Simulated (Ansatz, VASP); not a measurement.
## TiSi in VASP and in Ansatz

Contents of INCAR:

```
SYSTEM = TiSi
PREC     = Accurate       ! precision mode
ENCUT    = 520            ! plane-wave cutoff, eV
EDIFF    = 1E-6           ! SCF threshold, eV
ISMEAR   = 0              ! smearing method
SIGMA    = 0.15           ! smearing width, eV
LREAL    = .FALSE.        ! projectors in reciprocal space
LASPH    = .TRUE.         ! aspherical terms in the spheres
NELM     = 60             ! most SCF steps
ALGO     = Normal         ! electronic algorithm
ISIF     = 2              ! what is computed and relaxed
LWAVE    = .FALSE.        ! write WAVECAR
LCHARG   = .FALSE.        ! write CHGCAR
GGA      = PS             ! functional
NBANDS   = 15             ! bands
```

Contents of KPOINTS:

```
Automatic mesh
0
G
  18 18 12
  0 0 0
```

POSCAR

```
TiSi
1.0
    1.7889353300     -2.0858596400      0.0000000000
    1.7889353300      2.0858596400      0.0000000000
    0.0000000000      0.0000000000      3.7468749900
Ti Si
1 1
Direct
    0.5000000000      0.5000000000      0.0000000000
    0.0000000000      0.0000000000      0.5000000000
```

Input for Ansatz:

```yaml
crystal:
  lattice:
    - [1.78893533, -2.08585964, 0.0]
    - [1.78893533, 2.08585964, 0.0]
    - [0.0, 0.0, 3.74687499]
  atoms:
    - { symbol: Ti, position: [0.5, 0.5, 0.0] }
    - { symbol: Si, position: [0.0, 0.0, 0.5] }
basis:
  ecutwfc: 420
kpoints:
  mp_grid: { grid: [18, 18, 12] }
hamiltonian:
  xc: pbesol
scf:
  occupations: { method: gaussian, width: 0.15 }
output:
  forces: true
  stress: true
  eigenvalues: true
```

Change from the starting cell: strain -0.015 along x and y, -0.015 along z, atoms carried along.

Alike in both runs: task single point; functional PBEsol; k mesh 18 × 18 × 12; occupations gaussian, width 0.15 eV; no spin polarisation.

|  | VASP | Ansatz |
| --- | --- | --- |
| version | VASP 6.6.1 | Ansatz 0.2.0 |
| potentials or method | VASP PAW PBE potentials, release 64 (Ti_sv, Si), cutoff 520 eV | scalar-relativistic, plane waves, PAW |
| valence electrons in the cell | 16 | 16 |

VASP gave:

```
gap on the k mesh at the Fermi level (eV)                     : none
pressure (GPa)                                                : 2.1
traceless stress, the component that is largest in VASP (GPa) : -1.59
```

Problem. What did Ansatz give for the same quantities?

Solution. gap on the k mesh at the Fermi level (eV): none; pressure (GPa): 2.1; traceless stress, the component that is largest in VASP (GPa): -1.51.

VASP's potentials were made for PBE, not for PBEsol. A gap of «none» marks a metal or a gap that the smearing closes.
